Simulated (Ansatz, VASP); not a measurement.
# One calculation of KF, two programs

Contents of INCAR:

```
  PREC = Accurate
  ENCUT = 520
  EDIFF = 1E-6
  ISMEAR = 0
  SIGMA = 0.05
  LREAL = F
  LASPH = T
  NELM = 80
  ALGO = Normal
  ISIF = 2
  LWAVE = F
  LCHARG = F
  NBANDS = 15
```

Contents of KPOINTS:

```
Automatic mesh
0
Gamma
  8 8 8
```

Contents of POSCAR:

```
KF
1.0
   -0.1086074121      2.5147600291      2.5147600291
    2.5147600291     -0.1086074121      2.5147600291
    2.5147600291      2.5147600291     -0.1086074121
K F
1 1
Direct
    0.0000000000      0.0000000000      0.0000000000
    0.5000000000      0.5000000000      0.5000000000
```

Input for Ansatz:

```yaml
crystal:
  lattice:
    - [-0.1086074121, 2.5147600291, 2.5147600291]
    - [2.5147600291, -0.1086074121, 2.5147600291]
    - [2.5147600291, 2.5147600291, -0.1086074121]
  atoms:
    - { symbol: K, position: [0.0, 0.0, 0.0] }
    - { symbol: F, position: [0.5, 0.5, 0.5] }
basis:
  ecutwfc: 520.0
kpoints:
  mp_grid: { grid: [8, 8, 8] }
hamiltonian:
  xc: lda
scf:
  occupations: { method: gaussian, width: 0.05 }
output:
  forces: true
  stress: true
  eigenvalues: true
  write_density: true
  write_potential: true
  elf: true
  volumetric_format: npy
```

Alike in both runs: task single point; functional LDA; k mesh 8 × 8 × 8; occupations gaussian, width 0.05 eV; no spin polarisation.

```csv
,VASP,Ansatz
version,VASP 6.6.1,Ansatz 0.2.0
potentials or method,"VASP PAW LDA potentials, release 64 (K_sv, F), cutoff 520 eV","scalar-relativistic, plane waves, PAW"
valence electrons in the cell,16,16
```

|  | VASP | Ansatz | Ansatz less VASP |
| --- | --- | --- | --- |
| gap on the k mesh at the Fermi level (eV) | 6.39 | 6.41 | +0.020 |
| least direct gap on the mesh (eV) | 6.39 | 6.41 | +0.020 |
| pressure (GPa) | 0.9 | 0.6 | -0.27 |
| traceless stress, the component that is largest in VASP (GPa) | 0.46 | 0.48 | +0.015 |

LDA's correlation is that of Perdew and Zunger in VASP and of Perdew and Wang (1992) in Ansatz.
